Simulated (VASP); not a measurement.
# SiC (P6_3mc) in VASP: further runs

SiC is run at these levels: LDA; tasks: single point, relaxation of cell and atoms.

Program: VASP 6.6.1. These are calculated values, not measurements. Logs are shortened: lines on timing, memory, paths and dates and some standing lists are left out, and cuts for length are marked.

## (1) The cell of the first run

It takes space group P6_3mc (No. 186, hexagonal). The conventional cell has a = 3.059 Å, b = 3.059 Å, c = 15.011 Å, α = 90.00°, β = 90.00°, γ = 120.00°. Si (site symmetry 3m) has 4 C at 1.87 to 1.88 Å within 2.5 Å. Within 2.5 Å of Si (site symmetry 3m) lie 4 C at 1.87 to 1.88 Å. Within 2.5 Å of Si (site symmetry 3m) lie 4 C at 1.87 to 1.88 Å. C (site symmetry 3m) has 4 Si at 1.87 to 1.88 Å within 2.5 Å. Within 2.5 Å of C (site symmetry 3m) lie 4 Si at 1.87 to 1.88 Å. Within 2.5 Å of C (site symmetry 3m) lie 4 Si at 1.87 to 1.88 Å.

## (2) Single point, LDA

The input, INCAR:

```
PREC     = Accurate       # precision mode
ENCUT    = 520            # plane-wave cutoff, eV
EDIFF    = 1E-6           # SCF threshold, eV
ISMEAR   = 0              # smearing method
SIGMA    = 0.02           # smearing width, eV
LREAL    = False          # projectors in reciprocal space
LASPH    = True           # aspherical terms in the spheres
NELM     = 80             # most SCF steps
ALGO     = Normal         # electronic algorithm
ISIF     = 2              # what is computed and relaxed
LWAVE    = False          # write WAVECAR
LCHARG   = False          # write CHGCAR
GGA      = CA             # functional
NBANDS   = 36             # bands
```

The input, KPOINTS:

```
regular mesh
0
Gamma
  12 12 2
```

The input, POSCAR:

```
SiC
1.0
    3.0592416881      0.0000000029      0.0000000000
   -1.5296208465      2.6493810168      0.0000000000
    0.0000000000      0.0000000000     15.0108127493
Si C
6 6
Direct
    0.3333333333      0.6666666667      0.8329909767
    0.6666666667      0.3333333333      0.3329909767
    0.6666666667      0.3333333333      0.6665017067
    0.3333333333      0.6666666667      0.1665017067
    0.0000000000      0.0000000000      0.4997236444
    0.0000000000      0.0000000000      0.9997236444
    0.0000000000      0.0000000000      0.8743705614
    0.0000000000      0.0000000000      0.3743705614
    0.3333333333      0.6666666667      0.7080024826
    0.6666666667      0.3333333333      0.2080024826
    0.6666666667      0.3333333333      0.5415116282
    0.3333333333      0.6666666667      0.0415116282
```

Potentials or basis: VASP PAW LDA potentials, release 64 (Si, C).

Started as:

```
$ cat potpaw_LDA.64/Si/POTCAR potpaw_LDA.64/C/POTCAR > POTCAR
$ mpirun -np 1 vasp_std > vasp.out
```

OUTCAR:

```text
PREC = Accurate
   ENCUT = 520
   EDIFF = 1E-6
   ISMEAR = 0
   LREAL = False
   LASPH = True
   NELM = 80
   ISIF = 2
   GGA = CA

 ion  position               nearest neighbor table
   1  0.333  0.667  0.833-   7 1.87   7 1.87   7 1.87   9 1.88   3 3.06   3 3.06   3 3.06   6 3.06
                             6 3.06   6 3.06
   2  0.667  0.333  0.333-   8 1.87   8 1.87   8 1.87  10 1.88   4 3.06   4 3.06   4 3.06   5 3.06
                             5 3.06   5 3.06
   3  0.667  0.333  0.667-   9 1.87   9 1.87   9 1.87  11 1.88   1 3.06   1 3.06   1 3.06   5 3.06
                             5 3.06   5 3.06
   4  0.333  0.667  0.167-  10 1.87  10 1.87  10 1.87  12 1.88   2 3.06   2 3.06   2 3.06   6 3.06
                             6 3.06   6 3.06
   5  0.000  0.000  0.500-  11 1.87  11 1.87  11 1.87   8 1.88   2 3.06   2 3.06   2 3.06   3 3.06
                             3 3.06   3 3.06
   6  0.000  0.000  1.000-  12 1.87  12 1.87  12 1.87   7 1.88   1 3.06   1 3.06   1 3.06   4 3.06
                             4 3.06   4 3.06
   7  0.000  0.000  0.874-   1 1.87   1 1.87   1 1.87   6 1.88
   8  0.000  0.000  0.374-   2 1.87   2 1.87   2 1.87   5 1.88
   9  0.333  0.667  0.708-   3 1.87   3 1.87   3 1.87   1 1.88
  10  0.667  0.333  0.208-   4 1.87   4 1.87   4 1.87   2 1.88
  11  0.667  0.333  0.542-   5 1.87   5 1.87   5 1.87   3 1.88
  12  0.333  0.667  0.042-   6 1.87   6 1.87   6 1.87   4 1.88

  LATTYP: Found a hexagonal cell.
 ALAT       =     3.0592416881
 C/A-ratio  =     4.9067103157

  Lattice vectors:

 A1 = (   3.0592416881,   0.0000000029,   0.0000000000)
 A2 = (  -1.5296208465,   2.6493810168,   0.0000000000)
 A3 = (   0.0000000000,   0.0000000000,  15.0108127493)

Analysis of symmetry for initial positions (statically):
=====================================================================
 Subroutine PRICEL returns:
 Original cell was already a primitive cell.

 Routine SETGRP: Setting up the symmetry group for a
 hexagonal supercell.

 Subroutine GETGRP returns: Found 12 space group operations
 (whereof  6 operations were pure point group operations)
 out of a pool of 24 trial point group operations.

The static configuration has the point symmetry C_3v.
 The point group associated with its full space group is C_6v.

Analysis of symmetry for dynamics (positions and initial velocities):
=====================================================================
 Subroutine PRICEL returns:
 Original cell was already a primitive cell.
[... 141 lines left out ...]
   NUPDOWN=      -1.0000    fix difference up-down
   EMIN   =  10.00;   EMAX   =-10.00  energy-range for DOS
   EFERMI =   0.00;   METHOD = LEGACY
   ISMEAR =     0;   SIGMA  =   0.02  broadening in eV -4-tet -1-fermi 0-gaus
   EFERMI_NEDOS =   21; number of points for ismear=-14 and -15
   IALGO  =     38    algorithm
   IMIX   =      4    mixing-type and parameters
     AMIX     =   0.40;   BMIX     =  1.00
     AMIX_MAG =   1.60;   BMIX_MAG =  1.00
  volume/ion in A,a.u.               =      10.14        68.42
  Fermi-wavevector in a.u.,A,eV,Ry     =   1.200700  2.268994 19.615247  1.441680
  Thomas-Fermi vector in A             =   2.336529
   LORBIT       =      0    0 simple, 1 ext, 2 COOP (PROOUT), +10 PAW based schemes
   GGA     = CA    functional components
   LHFCALC =     F    Hartree Fock is set to
   AEXX    =    0.0000 exact exchange contribution
   IVDW    =     0    specifies the selected vdW correction
   LEPSILON=     F    determine dielectric tensor
   LRPA    =     F    only Hartree local field effects (RPA)
 non-spin polarized calculation
 Gauss-broadening in eV      SIGMA  =   0.02
  energy-cutoff  :      520.00
  volume of cell :      121.66
 maximum number of plane-waves:      3319
 NGX is ok and might be reduce to    24
   NGX = 11   NGY = 11   NGZ = 55

 number of electron      47.9999996 magnetization

 Free energy of the ion-electron system (eV)
  ---------------------------------------------------
  ext. energy  EPLUGINS =         0.00000000
  ---------------------------------------------------
  free energy    TOTEN  =       -99.86910415 eV

  energy without entropy =      -99.86910415  energy(sigma->0) =      -99.86910415

 E-fermi :   8.4572     XC(G=0): -11.6409

 val. band max:        8.3392123931   @ k =   0.0000   0.0000   0.0000
 cond. band min:      10.3050032099   @ k =   0.5000   0.0000   0.0000
 fundamental gap:      1.9657908168
 Fermi energy:         8.4572069908

 k-point     1 :       0.0000    0.0000    0.0000
  band No.  band energies     occupation
      1      -7.1884      2.00000
      2      -6.6563      2.00000
      3      -6.6205      2.00000
      4      -5.0878      2.00000
      5      -5.0596      2.00000
      6      -3.4939      2.00000
[... 925 lines left out ...]
     35      16.2468      0.00000
     36      16.2468      0.00000

 [... further k-points ...]

------------------------ aborting loop because EDIFF is reached ----------------------------------------

  FORCE on cell =-STRESS in cart. coord.  units (eV):
  Direction    XX          YY          ZZ          XY          YZ          ZX
  --------------------------------------------------------------------------------------
  -------------------------------------------------------------------------------------
  Total        0.3071514      0.3071514      0.3107442      0.0000000      0.0000000      0.0000000
  in kB        4.0448334      4.0448334      4.0921464      0.0000000      0.0000000      0.0000000
  external PRESSURE =       4.0606044 kB  Pullay stress =       0.0000000 kB

 VOLUME and BASIS-vectors are now :
 -----------------------------------------------------------------------------
  energy-cutoff  :      520.00
  volume of cell :      121.66
      direct lattice vectors                 reciprocal lattice vectors
     3.059241688  0.000000003  0.000000000     0.326878391  0.188723327  0.000000000
    -1.529620847  2.649381017  0.000000000    -0.000000000  0.377446654  0.000000000
     0.000000000  0.000000000 15.010812749     0.000000000  0.000000000  0.066618645

 POSITION                                       TOTAL-FORCE (eV/Angst)
 -----------------------------------------------------------------------------------
     -0.00000      1.76625     12.50387         0.000000     -0.000000     -0.001091
      1.52962      0.88313      4.99847        -0.000000      0.000000     -0.001091
      1.52962      0.88313     10.00473         0.000000     -0.000000     -0.000206
     -0.00000      1.76625      2.49933         0.000000      0.000000     -0.000206
      0.00000      0.00000      7.50126        -0.000000     -0.000000      0.001117
      0.00000      0.00000     15.00666        -0.000000      0.000000      0.001117
      0.00000      0.00000     13.12501        -0.000000     -0.000000     -0.000053
      0.00000      0.00000      5.61961        -0.000000      0.000000     -0.000053
     -0.00000      1.76625     10.62769         0.000000     -0.000000      0.000002
      1.52962      0.88313      3.12229        -0.000000      0.000000      0.000002
      1.52962      0.88313      8.12853        -0.000000      0.000000      0.000231
     -0.00000      1.76625      0.62312         0.000000     -0.000000      0.000231
 -----------------------------------------------------------------------------------
    total drift:                               -0.000000     -0.000000      0.000405

  FREE ENERGIE OF THE ION-ELECTRON SYSTEM (eV)
  ---------------------------------------------------
  free  energy   TOTEN  =       -99.8691041479 eV

  energy  without entropy=      -99.8691041479  energy(sigma->0) =      -99.86910415
```

OSZICAR:

```text
N       E                     dE             d eps       ncg     rms          rms(c)
DAV:   1     0.117478075923E+03    0.11748E+03   -0.21803E+04  2736   0.119E+03
DAV:   2    -0.100347431125E+03   -0.21783E+03   -0.20441E+03  3508   0.213E+02
DAV:   3    -0.112263028691E+03   -0.11916E+02   -0.11835E+02  3596   0.475E+01
DAV:   4    -0.112443890808E+03   -0.18086E+00   -0.18044E+00  3480   0.681E+00
DAV:   5    -0.112447730123E+03   -0.38393E-02   -0.38362E-02  3468   0.941E-01    0.227E+01
DAV:   6    -0.100382094631E+03    0.12066E+02   -0.35656E+01  3384   0.220E+01    0.105E+01
DAV:   7    -0.999906717844E+02    0.39142E+00   -0.35471E+00  3616   0.721E+00    0.411E+00
DAV:   8    -0.998873342235E+02    0.10334E+00   -0.23663E-01  3304   0.191E+00    0.144E+00
DAV:   9    -0.998689559568E+02    0.18378E-01   -0.33939E-02  3396   0.810E-01    0.177E-01
DAV:  10    -0.998690990677E+02   -0.14311E-03   -0.16614E-03  3340   0.190E-01    0.954E-02
DAV:  11    -0.998691146306E+02   -0.15563E-04   -0.57940E-05  3576   0.411E-02    0.275E-02
DAV:  12    -0.998691051279E+02    0.95026E-05   -0.19344E-05  3288   0.181E-02    0.124E-02
DAV:  13    -0.998691041479E+02    0.98005E-06   -0.41341E-06  3032   0.789E-03
   1 F= -.99869104E+02 E0= -.99869104E+02  d E =-.599269E-19
```

stdout:

```text
POSCAR found type information on POSCAR SiC
 POSCAR found :  2 types and      12 ions
 scaLAPACK will be used
 LDA part: xc-table for (Slater(with rela. corr.)+CA(PZ))
 , standard interpolation
 POSCAR, INCAR and KPOINTS ok, starting setup
 FFT: planning ... GRIDC
 FFT: planning ... GRID_SOFT
 FFT: planning ... GRID
 WAVECAR not read
 entering main loop
```

It took 69 s on 1 thread of Intel Xeon 6975P-C (Granite Rapids), shared host; peak memory 0.26 GiB.

What came out:

```yaml
Free_energy: -99.8691 eV
Pressure: 0.4 GPa
Band_gap_on_the_k_mesh: 1.97 eV (least direct gap 3.07 eV)
```

Levels at points of the mesh, in eV from the valence-band top:
| k point | band 20 | band 21 | band 22 | band 23 | band 24 | band 25 | band 26 | band 27 | band 28 | band 29 |
| --- | --- | --- | --- | --- | --- | --- | --- | --- | --- | --- |
| (0.00, 0.00, 0.00) | -0.30 | -0.30 | -0.04 | 0.00 | 0.00 | 5.31 | 5.48 | 5.90 | 6.41 | 6.58 |
| (0.50, 0.00, 0.00) | -2.28 | -1.83 | -1.80 | -1.69 | -1.11 | 1.97 | 2.16 | 3.16 | 3.86 | 4.54 |
| (0.00, 0.00, 0.50) | -0.64 | -0.10 | -0.10 | -0.10 | -0.10 | 5.38 | 5.38 | 6.13 | 6.13 | 6.90 |
| (0.50, 0.00, 0.50) | -2.38 | -1.73 | -1.73 | -1.32 | -1.32 | 2.01 | 2.01 | 3.38 | 3.38 | 4.82 |

A k mesh can miss the band edges.

## (3) Relaxation of cell and atoms, LDA

This run uses another cell than the first one, of 10.31 Å³/atom.

The input, INCAR:

```
  ALGO = Normal
  EDIFF = 1E-6
  EDIFFG = -0.002
  ENCUT = 600
  IBRION = 2
  ISIF = 3
  ISMEAR = 0
  LASPH = T
  LCHARG = F
  LREAL = F
  LWAVE = F
  NELM = 100
  NSW = 100
  PREC = Accurate
  SIGMA = 0.02
```

The input, KPOINTS:

```
k-points
0
Gamma
  12 12 2
```

The input, POSCAR:

```
SiC
1.0
    3.0766210100      0.0000000000      0.0000000000
   -1.5383105100      2.6644319500      0.0000000000
    0.0000000000      0.0000000000     15.0980843200
Si C
6 6
Direct
    0.3333333300      0.6666666700      0.8329861500
    0.6666666700      0.3333333300      0.3329861500
    0.6666666700      0.3333333300      0.6665006000
    0.3333333300      0.6666666700      0.1665006000
    0.0000000000      0.0000000000      0.4997294200
    0.0000000000      0.0000000000      0.9997294200
    0.0000000000      0.0000000000      0.8743664100
    0.0000000000      0.0000000000      0.3743664100
    0.3333333300      0.6666666700      0.7079967800
    0.6666666700      0.3333333300      0.2079967800
    0.6666666700      0.3333333300      0.5415216400
    0.3333333300      0.6666666700      0.0415216400
```

Potentials or basis: VASP PAW LDA potentials, release 64 (Si, C).

Started as:

```
$ cat potpaw_LDA.64/Si/POTCAR potpaw_LDA.64/C/POTCAR > POTCAR
$ mpirun -np 1 vasp_std > vasp.out
```

It took 5 min on 1 thread of Intel Xeon 6975P-C (Granite Rapids), shared host; peak memory 0.32 GiB.

Results (log left out):

| Item | Value |
| --- | --- |
| Free energy | -99.8846 eV |
| Relaxed volume | 10.15 Å³/atom |
| Relaxed cell | a = 3.060 Å, b = 3.060 Å, c = 15.016 Å, α = 90.00°, β = 90.00°, γ = 120.00° |
| Space group after relaxing (to 0.1 Å) | P6_3mc (No. 186) |
| Energy gained by relaxing | 1.9 meV/atom |
| Ionic steps | 6 |
| Pressure after relaxing | 0.0 GPa |
| Band gap on the k mesh | 1.97 eV (least direct gap 3.07 eV) |

Step by step:
```
step  energy change (eV)  largest force (eV/Å)  pressure (GPa)  volume (Å³)
   1              0.0000                0.0032           -3.57       123.77
   2              0.0043                0.0131            4.11       119.69
   3             -0.0223                0.0044           -0.01       121.80
   4             -0.0223                0.0046            0.06       121.76
   5             -0.0223                0.0043           -0.05       121.82
   6             -0.0223                0.0016            0.00       121.79
```

Final structure:
```cif
data_structure
_symmetry_space_group_name_H-M 'P 1'
_symmetry_Int_Tables_number 1
_cell_length_a 3.0603
_cell_length_b 3.0603
_cell_length_c 15.0162
_cell_angle_alpha 90.000
_cell_angle_beta 90.000
_cell_angle_gamma 120.000
_cell_volume 121.79
loop_
_atom_site_label
_atom_site_type_symbol
_atom_site_fract_x
_atom_site_fract_y
_atom_site_fract_z
_atom_site_occupancy
Si1 Si 0.33333 0.66667 0.83298 1
Si2 Si 0.66667 0.33333 0.33298 1
Si3 Si 0.66667 0.33333 0.66650 1
Si4 Si 0.33333 0.66667 0.16650 1
Si5 Si 0.00000 0.00000 0.49973 1
Si6 Si 0.00000 0.00000 0.99973 1
C1 C 0.00000 0.00000 0.87437 1
C2 C 0.00000 0.00000 0.37437 1
C3 C 0.33333 0.66667 0.70800 1
C4 C 0.66667 0.33333 0.20800 1
C5 C 0.66667 0.33333 0.54152 1
C6 C 0.33333 0.66667 0.04152 1
```

Levels at points of the mesh, in eV from the valence-band top:
```
           k point  band 20  band 21  band 22  band 23  band 24  band 25  band 26  band 27  band 28  band 29
(0.00, 0.00, 0.00)    -0.30    -0.30    -0.04     0.00     0.00     5.31     5.47     5.89     6.40     6.57
(0.50, 0.00, 0.00)    -2.28    -1.83    -1.80    -1.69    -1.11     1.97     2.16     3.16     3.86     4.54
(0.00, 0.00, 0.50)    -0.64    -0.10    -0.10    -0.10    -0.10     5.37     5.37     6.12     6.12     6.89
(0.50, 0.00, 0.50)    -2.38    -1.73    -1.73    -1.32    -1.32     2.01     2.01     3.38     3.38     4.82
```
